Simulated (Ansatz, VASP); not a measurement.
SrC4 in VASP and in Ansatz

```
CELL_PARAMETERS angstrom
4.86206 -2.49720 0.00000
4.86206 2.49720 0.00000
-2.50406 0.00000 4.48203
ATOMIC_POSITIONS crystal
Sr 0.99960 0.00040 0.50000
C 0.33716 0.92023 0.42961
C 0.90559 0.32176 0.81978
C 0.07977 0.66284 0.57039
C 0.67824 0.09441 0.18022
```

Change from the starting cell: species swapped into the OsO4 type (C2, No. 5).

Alike in both runs: task single point; functional PBE; k mesh 4 × 4 × 4; occupations gaussian, width 0.1 eV; no spin polarisation.

|  | VASP | Ansatz |
| --- | --- | --- |
| version | VASP 6.6.1 | Ansatz 0.2.0 |
| potentials or method | VASP PAW PBE potentials, release 64 (Sr_sv, C), cutoff 520 eV | scalar-relativistic, plane waves, PAW |
| valence electrons in the cell | 26 | 26 |

|  | VASP | Ansatz | Ansatz less VASP |
| --- | --- | --- | --- |
| gap on the k mesh at the Fermi level (eV) | 0.15 | 0.11 | -0.036 |
| least direct gap on the mesh (eV) | 0.15 | 0.11 | -0.036 |
| pressure (GPa) | 12.3 | 10.9 | -1.40 |
| traceless stress, the component that is largest in VASP (GPa) | -0.41 | -0.42 | -0.008 |
| rms of the force components (eV/Å) | 1.817 | 1.623 | -0.1941 |

Atom by atom the forces differ by 0.194 eV/Å (rms over components). With one functional, cell and mesh, what is left measures potentials, basis and numerics.
